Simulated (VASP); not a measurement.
# Ti12S in VASP: single point with PBE

Aim: the single point of Ti12S with PBE.

Everything below comes from runs of VASP 6.6.1. Logs are shortened: lines on timing, memory, paths and dates and some standing lists are left out, and cuts for length are marked.

## (1) The cell of the first run

The cell holds a slab with vacuum, 13 atoms: a = 5.815 Å, b = 5.815 Å, c = 19.306 Å, α = 90.00°, β = 90.00°, γ = 90.00°.

## (2) Single point, PBE

The input, INCAR:

```
ALGO = Normal ; DIPOL = 0.5 0.5 0.322
EDIFF = 1E-6 ; ENCUT = 520
GGA = PE ; IDIPOL = 3
ISIF = 2 ; ISMEAR = 0
LASPH = T ; LCHARG = T
LDIPOL = T ; LELF = T
LREAL = F ; LVACPOTAV = T
LVHAR = T ; LWAVE = F
NBANDS = 87 ; NELM = 60
PREC = Accurate ; SIGMA = 0.1
```

The input, KPOINTS:

```
k-points
0
Gamma
  5 5 1
```

The input, POSCAR:

```
Ti12S
1.0
    5.8150893847      0.0000000000      0.0000000000
    0.0000000000      5.8150893847      0.0000000000
    0.0000000000      0.0000000000     19.3059825527
Ti S
12 1
Direct
    0.2500000000      0.2500000000      0.2071896620
    0.2500000000      0.7500000000      0.2071896620
    0.7500000000      0.2500000000      0.2071896620
    0.7500000000      0.7500000000      0.2071896620
    0.0000000000      0.0000000000      0.3057583567
    0.0000000000      0.5000000000      0.3057583567
    0.5000000000      0.0000000000      0.3057583567
    0.5000000000      0.5000000000      0.3057583567
    0.2500000000      0.2500000000      0.4043297217
    0.2500000000      0.7500000000      0.4043297217
    0.7500000000      0.2500000000      0.4043297217
    0.7500000000      0.7500000000      0.4043297217
    0.3333333333      0.3333333333      0.5121512633
```

Potentials or basis: VASP PAW PBE potentials, release 64 (Ti_sv, S).

Started as:

```sh
> cat potpaw_PBE.64/Ti_sv/POTCAR potpaw_PBE.64/S/POTCAR > POTCAR
> mpirun -np 1 vasp_std > vasp.out
```

OUTCAR:

```text
EDIFF = 1E-6
   ENCUT = 520
   GGA = PE
   ISIF = 2
   ISMEAR = 0
   LASPH = T
   LREAL = F
   NELM = 60
   PREC = Accurate

 ion  position               nearest neighbor table
   1  0.250  0.250  0.207-   5 2.80   6 2.80   7 2.80   8 2.80   2 2.91   3 2.91   2 2.91   3 2.91

   2  0.250  0.750  0.207-   5 2.80   6 2.80   7 2.80   8 2.80   1 2.91   4 2.91   1 2.91   4 2.91

   3  0.750  0.250  0.207-   5 2.80   6 2.80   7 2.80   8 2.80   1 2.91   4 2.91   4 2.91   1 2.91

   4  0.750  0.750  0.207-   5 2.80   6 2.80   7 2.80   8 2.80   2 2.91   3 2.91   3 2.91   2 2.91

   5  0.000  0.000  0.306-   1 2.80   2 2.80   3 2.80   4 2.80   9 2.80  10 2.80  11 2.80  12 2.80
                             6 2.91   7 2.91   6 2.91   7 2.91
   6  0.000  0.500  0.306-   1 2.80   2 2.80   3 2.80   4 2.80   9 2.80  10 2.80  11 2.80  12 2.80
                             5 2.91   8 2.91   5 2.91   8 2.91
   7  0.500  0.000  0.306-   1 2.80   2 2.80   3 2.80   4 2.80   9 2.80  10 2.80  11 2.80  12 2.80
                             5 2.91   8 2.91   8 2.91   5 2.91
   8  0.500  0.500  0.306-   1 2.80   2 2.80   3 2.80   4 2.80   9 2.80  10 2.80  11 2.80  12 2.80
                             6 2.91   7 2.91   7 2.91   6 2.91
   9  0.250  0.250  0.404-  13 2.19   6 2.80   7 2.80   8 2.80   5 2.80  11 2.91  10 2.91  10 2.91
                            11 2.91
  10  0.250  0.750  0.404-   5 2.80   6 2.80   7 2.80   8 2.80   9 2.91  12 2.91   9 2.91  12 2.91

  11  0.750  0.250  0.404-   5 2.80   6 2.80   7 2.80   8 2.80   9 2.91  12 2.91  12 2.91   9 2.91

  12  0.750  0.750  0.404-   5 2.80   6 2.80   7 2.80   8 2.80  10 2.91  11 2.91  11 2.91  10 2.91

  13  0.333  0.333  0.512-   9 2.19

  LATTYP: Found a simple tetragonal cell.
 ALAT       =     5.8150893847
 C/A-ratio  =     3.3199803607

  Lattice vectors:

 A1 = (   5.8150893847,   0.0000000000,   0.0000000000)
 A2 = (   0.0000000000,   5.8150893847,   0.0000000000)
 A3 = (   0.0000000000,   0.0000000000,  19.3059825527)

Analysis of symmetry for initial positions (statically):
=====================================================================
 Subroutine PRICEL returns:
 Original cell was already a primitive cell.

 Routine SETGRP: Setting up the symmetry group for a
 simple tetragonal supercell.

 Subroutine GETGRP returns: Found  2 space group operations
 (whereof  2 operations were pure point group operations)
 out of a pool of 16 trial point group operations.

The static configuration has the point symmetry C_1h.

Analysis of symmetry for dynamics (positions and initial velocities):
=====================================================================
 Subroutine PRICEL returns:
 Original cell was already a primitive cell.

 Routine SETGRP: Setting up the symmetry group for a
 simple tetragonal supercell.

 Subroutine GETGRP returns: Found  2 space group operations
 (whereof  2 operations were pure point group operations)
 out of a pool of 16 trial point group operations.

The dynamic configuration has the point symmetry C_1h.

 Subroutine INISYM returns: Found  2 space group operations
 (whereof  2 operations are pure point group operations),
 and found     1 'primitive' translations

----------------------------------------------------------------------------------------

                                     Primitive cell

  volume of cell :     652.8369

  direct lattice vectors                    reciprocal lattice vectors
     5.815089385  0.000000000  0.000000000     0.171966402  0.000000000  0.000000000
     0.000000000  5.815089385  0.000000000     0.000000000  0.171966402  0.000000000
     0.000000000  0.000000000 19.305982553     0.000000000  0.000000000  0.051797416

  length of vectors
     5.815089385  5.815089385 19.305982553     0.171966402  0.171966402  0.051797416

  position of ions in fractional coordinates (direct lattice)
     0.250000000  0.250000000  0.207189662
     0.250000000  0.750000000  0.207189662
     0.750000000  0.250000000  0.207189662
     0.750000000  0.750000000  0.207189662
     0.000000000  0.000000000  0.305758357
     0.000000000  0.500000000  0.305758357
     0.500000000  0.000000000  0.305758357
     0.500000000  0.500000000  0.305758357
     0.250000000  0.250000000  0.404329722
     0.250000000  0.750000000  0.404329722
     0.750000000  0.250000000  0.404329722
     0.750000000  0.750000000  0.404329722
     0.333333333  0.333333333  0.512151263

  ion indices of the primitive-cell ions
   primitive index   ion index
                 1           1
                 2           2
                 3           3
                 4           4
                 5           5
                 6           6
                 7           7
                 8           8
                 9           9
                10          10
                11          11
                12          12
                13          13

----------------------------------------------------------------------------------------

 KPOINTS: k-points

Automatic generation of k-mesh.
 Grid dimensions read from file:
 generate k-points for:    5    5    1

 Generating k-lattice:

  Cartesian coordinates                     Fractional coordinates (reciprocal lattice)
     0.034393280  0.000000000  0.000000000     0.200000000  0.000000000  0.000000000
     0.000000000  0.034393280  0.000000000     0.000000000  0.200000000  0.000000000
     0.000000000  0.000000000  0.051797416     0.000000000  0.000000000  1.000000000

  Length of vectors
     0.034393280  0.034393280  0.051797416

  Shift w.r.t. Gamma in fractional coordinates (k-lattice)
     0.000000000  0.000000000  0.000000000

 Subroutine IBZKPT returns following result:
 ===========================================

 Found      9 irreducible k-points:

 Following reciprocal coordinates:
            Coordinates               Weight
  0.000000  0.000000  0.000000      1.000000
  0.200000  0.000000  0.000000      4.000000
  0.400000  0.000000  0.000000      4.000000
  0.200000  0.200000  0.000000      2.000000
 -0.200000  0.200000  0.000000      2.000000
  0.400000  0.200000  0.000000      4.000000
 -0.200000  0.400000  0.000000      4.000000
  0.400000  0.400000  0.000000      2.000000
 -0.400000  0.400000  0.000000      2.000000
   k-points           NKPTS =      9   k-points in BZ     NKDIM =      9   number of bands    NBANDS=     87
   number of dos      NEDOS =    301   number of ions     NIONS =     13
   total plane-waves  NPLWV = 331776
   dimension x,y,z NGX =    48 NGY =   48 NGZ =  144
   dimension x,y,z NGXF=    96 NGYF=   96 NGZF=  288
   ions per type =              12   1
   NGX,Y,Z   is equivalent  to a cutoff of  13.72, 13.72, 12.40 a.u.
   NGXF,Y,Z  is equivalent  to a cutoff of  27.45, 27.45, 24.80 a.u.
 SYSTEM =  unknown system
   PREC   = accura    normal or accurate (medium, high low for compatibility)
   ISTART =      0    job   : 0-new  1-cont  2-samecut
   ICHARG =      2    charge: 1-file 2-atom 10-const
   ISPIN  =      1    spin polarized calculation?
   LNONCOLLINEAR =      F non collinear calculations
   LSORBIT =      F    spin-orbit coupling
   LASPH  =      T    aspherical Exc in radial PAW
   ENCUT  =  520.0 eV  38.22 Ry    6.18 a.u.  10.81 10.81 35.90*2*pi/ulx,y,z
   NELM   =     60;   NELMIN=  2; NELMDL= -5     # of ELM steps
   EDIFF  = 0.1E-05   stopping-criterion for ELM
   LREAL  =      F    real-space projection
   EDIFFG = 0.1E-04   stopping-criterion for IOM
   NSW    =      0    number of steps for IOM
   IBRION =     -1    ionic relax: 0-MD 1-quasi-New 2-CG
   NFREE  =      0    steps in history (QN), initial steepest desc. (CG)
   ISIF   =      2    stress and relaxation
   ISYM   =      2    0-nonsym 1-usesym 2-fastsym
   POTIM  = 0.5000    time-step for ionic-motion
   TEBEG  =    0.0;   TEEND  =   0.0 temperature during run
   PSTRESS=    0.0 pullay stress
   NELECT =     150.0000    total number of electrons
   NUPDOWN=      -1.0000    fix difference up-down
   EMIN   =  10.00;   EMAX   =-10.00  energy-range for DOS
   EFERMI =   0.00;   METHOD = LEGACY
   ISMEAR =     0;   SIGMA  =   0.10  broadening in eV -4-tet -1-fermi 0-gaus
   EFERMI_NEDOS =   21; number of points for ismear=-14 and -15
   IALGO  =     38    algorithm
   IMIX   =      4    mixing-type and parameters
     AMIX     =   0.40;   BMIX     =  1.00
     AMIX_MAG =   1.60;   BMIX_MAG =  1.00
  volume/ion in A,a.u.               =      50.22       338.89
  Fermi-wavevector in a.u.,A,eV,Ry     =   1.002698  1.894825 13.679355  1.005404
  Thomas-Fermi vector in A             =   2.135203
   LORBIT       =      0    0 simple, 1 ext, 2 COOP (PROOUT), +10 PAW based schemes
   GGA     = PE    functional components
   LHFCALC =     F    Hartree Fock is set to
   AEXX    =    0.0000 exact exchange contribution
   IVDW    =     0    specifies the selected vdW correction
   LEPSILON=     F    determine dielectric tensor
   LRPA    =     F    only Hartree local field effects (RPA)
 non-spin polarized calculation
 Gauss-broadening in eV      SIGMA  =   0.10
  energy-cutoff  :      520.00
  volume of cell :      652.84
 maximum number of plane-waves:     17596
 NGX is ok and might be reduce to    48
   NGX = 21   NGY = 21   NGZ = 71

 dipolmoment           0.000000      0.000000     -0.692475 electrons x Angstroem

 number of electron     150.0000053 magnetization

 dipolmoment           0.000000      0.000000      0.223265 electrons x Angstroem

 Free energy of the ion-electron system (eV)
  ---------------------------------------------------
  ext. energy  EPLUGINS =         0.00000000
  ---------------------------------------------------
  free energy    TOTEN  =       -92.82658719 eV

  energy without entropy =      -92.68123646  energy(sigma->0) =      -92.75391183

 E-fermi :   0.0935     XC(G=0):  -4.9567

 val. band max:        0.0821710799   @ k =  -0.4000   0.4000   0.0000
 cond. band min:       0.0942022394   @ k =   0.4000   0.2000   0.0000
 fundamental gap:      0.0120311595
 Fermi energy:         0.0934907090

 k-point     1 :       0.0000    0.0000    0.0000
  band No.  band energies     occupation
      1     -56.8370      2.00000
      2     -56.8122      2.00000
      3     -56.7647      2.00000
      4     -56.6938      2.00000
      5     -56.6404      2.00000
      6     -56.6387      2.00000
[... 79 lines left out ...]
     86       0.9729      0.00000
     87       1.0648      0.00000

 k-point     2 :       0.2000    0.0000    0.0000
  band No.  band energies     occupation
      1     -56.8338      2.00000
      2     -56.8127      2.00000
      3     -56.7669      2.00000
      4     -56.6896      2.00000
      5     -56.6440      2.00000
      6     -56.6364      2.00000
[... 619 lines left out ...]
     86       0.9773      0.00000
     87       1.0651      0.00000

 k-point     9 :      -0.4000    0.4000    0.0000
  band No.  band energies     occupation
      1     -56.8174      2.00000
      2     -56.8141      2.00000
      3     -56.7799      2.00000
      4     -56.6677      2.00000
      5     -56.6431      2.00000
      6     -56.6426      2.00000
[... 79 lines left out ...]
     86       0.9751      0.00000
     87       1.0673      0.00000

------------------------ aborting loop because EDIFF is reached ----------------------------------------

  FORCE on cell =-STRESS in cart. coord.  units (eV):
  Direction    XX          YY          ZZ          XY          YZ          ZX
  --------------------------------------------------------------------------------------
  -------------------------------------------------------------------------------------
  Total       -4.5678585     -4.5678585      1.4866505      0.3168581      0.8592548      0.8592518
  in kB      -11.2103334    -11.2103334      3.6485035      0.7776258      2.1087633      2.1087559
  external PRESSURE =      -6.2573878 kB  Pullay stress =       0.0000000 kB

 VOLUME and BASIS-vectors are now :
 -----------------------------------------------------------------------------
  energy-cutoff  :      520.00
  volume of cell :      652.84
      direct lattice vectors                 reciprocal lattice vectors
     5.815089385  0.000000000  0.000000000     0.171966402  0.000000000  0.000000000
     0.000000000  5.815089385  0.000000000     0.000000000  0.171966402  0.000000000
     0.000000000  0.000000000 19.305982553     0.000000000  0.000000000  0.051797416

 POSITION                                       TOTAL-FORCE (eV/Angst)
 -----------------------------------------------------------------------------------
      1.45377      1.45377      4.00000         0.003794      0.003794     -0.039067
      1.45377      4.36132      4.00000        -0.000795      0.008388      0.031891
      4.36132      1.45377      4.00000         0.008388     -0.000795      0.031891
      4.36132      4.36132      4.00000        -0.000051     -0.000051      0.176129
      0.00000      0.00000      5.90297        -0.050064     -0.050064     -0.263565
      0.00000      2.90754      5.90297        -0.098658      0.075039     -0.264768
      2.90754      0.00000      5.90297         0.075039     -0.098658     -0.264768
      2.90754      2.90754      5.90297         0.106984      0.106984     -0.423624
      1.45377      1.45377      7.80598        -0.013335     -0.013335      0.032917
      1.45377      4.36132      7.80598         0.001142     -0.518684      0.539321
      4.36132      1.45377      7.80598        -0.518684      0.001142      0.539321
      4.36132      4.36132      7.80598         0.022237      0.022237     -0.103592
      1.93836      1.93836      9.88758         0.464003      0.464003      0.007913
 -----------------------------------------------------------------------------------
    total drift:                               -0.000047     -0.000047      0.000755

  FREE ENERGIE OF THE ION-ELECTRON SYSTEM (eV)
  ---------------------------------------------------
  free  energy   TOTEN  =       -92.8265871912 eV

  energy  without entropy=      -92.6812364620  energy(sigma->0) =      -92.75391183

 vacuum level on the upper side and lower side of the slab         5.090         3.895
```

Wall time 15 min (1 thread of AMD EPYC 9R45 (Zen 5), shared host); peak memory 0.82 GiB.

What came out:

```yaml
Free_energy: -92.8266 eV
Largest_force: 0.748 eV/Å
Band_gap_on_the_k_mesh: zero (bands 75 and 76 overlap by 0.20 eV)
```

Forces on the atoms (eV/Å):
```
Ti   0.004  0.004 -0.039
Ti  -0.001  0.008  0.032
Ti   0.008 -0.001  0.032
Ti   0.000  0.000  0.176
Ti  -0.050 -0.050 -0.264
Ti  -0.099  0.075 -0.265
Ti   0.075 -0.099 -0.265
Ti   0.107  0.107 -0.424
Ti  -0.013 -0.013  0.033
Ti   0.001 -0.519  0.539
Ti  -0.519  0.001  0.539
Ti   0.022  0.022 -0.104
S    0.464  0.464  0.008
```

Levels at points of the mesh, in eV from the Fermi level:
| k point | band 71 | band 72 | band 73 | band 74 | band 75 | band 76 | band 77 | band 78 |
| --- | --- | --- | --- | --- | --- | --- | --- | --- |
| (0.00, 0.00, 0.00) | -0.15 | -0.15 | -0.02 | -0.01 | 0.03 | 0.31 | 0.32 | 0.65 |
